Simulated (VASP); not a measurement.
Runs of VASP 6.6.1 on Ta. The structure is that of space group Im-3m (No. 229), or close to it. The cells are those of the table. 

| task | cell | gap on the mesh (eV) | pressure (GPa) |
| --- | --- | --- | --- |
| single point | a = 2.923 Å, angles 109.5°, 1 atom | none | -19.0 |
| electric field gradients | a = 2.837 Å, angles 109.5°, 1 atom | none | (a) |
| electric field gradients | a = 2.808 Å, angles 109.5°, 1 atom | none | 3.5 |
| electric field gradients | a = 2.923 Å, angles 109.5°, 1 atom | none | -19.0 |

Alike in all rows: level LDA; potentials or basis VASP PAW LDA potentials, release 64 (Ta_pv); no spin polarisation; k mesh 14 × 14 × 14; cutoff (eV) 520; smearing fermi-dirac 0.05 eV.

**Question.** Estimate the missing entries.

**Answer.** (a) -3.3.

Caveats: spin-orbit coupling is left out, which moves the levels of the heavy elements.

A k mesh can miss the band edges, and the runs leave out spin-orbit coupling on Ta.

A gap of «none» marks levels without a gap at the run's occupations.
